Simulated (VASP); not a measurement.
Crystal: CoSi2.

```xyz
3
Lattice="0.0000 2.5455 2.5455 2.5455 0.0000 2.5455 2.5455 2.5455 0.0000" Properties=species:S:1:pos:R:3 pbc="T T T"
Co    0.0000    0.0000    0.0000
Si    1.2728    1.2728    1.2728
Si    3.8183    3.8183    3.8183
```

Base run:

| Item | Value |
| --- | --- |
| Program | VASP 6.6.1 |
| Functional | PBEsol |
| Potentials or basis | VASP PAW PBE potentials, release 64 (Co, Si) |
| Cutoff | 520 eV |
| k mesh | 14 × 14 × 14 |
| Occupations | gaussian, width 0.15 eV |
| Spin | collinear spin, ferromagnetic start |
| Starting moments | [0.825, 0.0, 0.0] μB |
| Fixed moment | 0.825 μB |

Its results: pressure 35.4 GPa; site moments Co +0.48; Si +0.07 μB.

Q: After a change of settings the same cell gave: pressure 45.5 GPa; site moments Co +1.00; Si +0.14 μB. Which change was it?
A. fixed moment from 0.825 μB to 0.55 μB; moments at the start from [0.82, 0.0, 0.0] to [0.55, 0.0, 0.0]
B. fixed moment from 0.825 μB to 1.1 μB; moments at the start from [0.82, 0.0, 0.0] to [1.1, 0.0, 0.0]
C. fixed moment from 0.825 μB to 1.65 μB; moments at the start from [0.82, 0.0, 0.0] to [1.65, 0.0, 0.0]
D. fixed moment from 0.825 μB to 1.925 μB; moments at the start from [0.82, 0.0, 0.0] to [1.92, 0.0, 0.0]

A: C.

Caveats: the cell stands under pressure; the PAW data sets were made with another functional, which shifts forces and pressure a little; the total moment is fixed, so each spin has its own Fermi level.
